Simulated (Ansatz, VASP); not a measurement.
## HfNb2CN2: VASP beside Ansatz

```
Hf Nb C N
1.0
    -1.72950    1.72950    6.70106
     1.72950   -1.72950    6.70106
     1.72950    1.72950   -6.70106
Hf Nb C N
1 2 1 2
Direct
  0.00000 0.00000 0.00000
  0.33180 0.33180 0.00000
  0.66820 0.66820 0.00000
  0.50000 0.50000 0.00000
  0.75000 0.25000 0.50000
  0.25000 0.75000 0.50000
```

Change from the starting cell: species swapped into the TbNi2B2C type (I4/mmm, No. 139).

Alike in both runs: functional PBE; k mesh 6 × 6 × 6; occupations gaussian, width 0.1 eV; no spin polarisation.

Ansatz relaxed the structure, and its values are those at the end. VASP's run is a single point on that final structure, the one shown.

|  | VASP | Ansatz |
| --- | --- | --- |
| version | VASP 6.6.1 | Ansatz 0.2.0 |
| potentials or method | VASP PAW PBE potentials, release 64 (Hf_pv, Nb_sv, C, N), cutoff 520 eV | scalar-relativistic, plane waves, PAW |
| valence electrons in the cell | 50 | 66 |

|  | VASP | Ansatz | Ansatz less VASP |
| --- | --- | --- | --- |
| gap on the k mesh at the Fermi level (eV) | none | none | - |
| pressure (GPa) | -0.6 | 0.0 | +0.56 |
| rms of the force components (eV/Å) | 0.005 | 0.001 | -0.0044 |

A gap of «none» marks a metal or a gap that the smearing closes. The functional is the same, so the differences come from potentials, cutoffs and numerics. VASP's potentials hold 50 valence electrons a cell and Ansatz's 66, so a difference there can come from the potentials and not from the codes.

The k mesh is coarse, so the values compare programs but aren't converged. Neither program's run includes spin-orbit coupling.
